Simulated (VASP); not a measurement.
## Hf: relaxation of cell and atoms with LDA

Crystal: Hf.

```xyz
2
Lattice="3.1600 0.0000 0.0000 -1.5800 2.7366 0.0000 0.0000 0.0000 5.1603" Properties=species:S:1:pos:R:3 pbc="T T T"
Hf    0.0000    1.8244    1.2901
Hf    1.5800    0.9122    3.8702
```

```
Program                : VASP 6.6.1
Task                   : relaxation of cell and atoms
Functional             : LDA
Potentials or basis    : VASP PAW LDA potentials, release 64 (Hf_pv)
Cutoff                 : 600 eV
k mesh                 : 9 × 9 × 5
Occupations            : methfessel-paxton, width 0.05 eV
Spin                   : no spin polarisation
Dipole correction      : no
Further INCAR settings : ALGO = Normal; EDIFF = 1e-06; IBRION = 2; EDIFFG = -0.01; NSW = 60; ISIF = 3
```

The relaxed volume is 20.82 Å³/atom. The relaxed cell is a = 3.116 Å, b = 3.116 Å, c = 4.952 Å, α = 90.00°, β = 90.00°, γ = 120.00°, the space group after relaxing (to 0.05 Å) is P6_3/mmc (No. 194) and the energy gained by relaxing is 43.4 meV/atom. The ionic steps are 6 and the pressure after relaxing is 0.1 GPa. The band gap on the k mesh is zero (band 10 reaches 6.44 eV, above the bottom of band 11 at 4.99 eV).

Step by step:
| step | energy change (eV) | largest force (eV/Å) | pressure (GPa) | volume (Å³) |
| --- | --- | --- | --- | --- |
| 1 | 0.0000 | 0.0000 | -7.59 | 44.62 |
| 2 | 0.0451 | 0.0000 | 12.59 | 38.13 |
| 3 | -0.0841 | 0.0000 | 0.04 | 41.59 |
| 4 | -0.0841 | 0.0000 | 0.22 | 41.53 |
| 5 | -0.0867 | 0.0000 | 0.09 | 41.62 |
| 6 | -0.0868 | 0.0000 | 0.06 | 41.64 |

Final structure:
```cif
data_structure
_symmetry_space_group_name_H-M 'P 1'
_symmetry_Int_Tables_number 1
_cell_length_a 3.1159
_cell_length_b 3.1159
_cell_length_c 4.9518
_cell_angle_alpha 90.000
_cell_angle_beta 90.000
_cell_angle_gamma 120.000
_cell_volume 41.64
loop_
_atom_site_label
_atom_site_type_symbol
_atom_site_fract_x
_atom_site_fract_y
_atom_site_fract_z
_atom_site_occupancy
Hf1 Hf 0.33333 0.66667 0.25000 1
Hf2 Hf 0.66667 0.33333 0.75000 1
```

Levels at points of the mesh, in eV from the Fermi level:
```csv
k point,band 6,band 7,band 8,band 9,band 10,band 11,band 12,band 13,band 14
"(0.00, 0.00, 0.00)",-29.88,-7.64,-4.03,0.95,1.04,1.04,1.29,1.93,1.93
```

It took 37 s on 1 thread of Intel(R) Xeon(R) 6975P-C (Granite Rapids) (shared host), peak memory 0.17 GiB.

Caveat: spin-orbit coupling is left out, which moves the levels of the heavy elements.
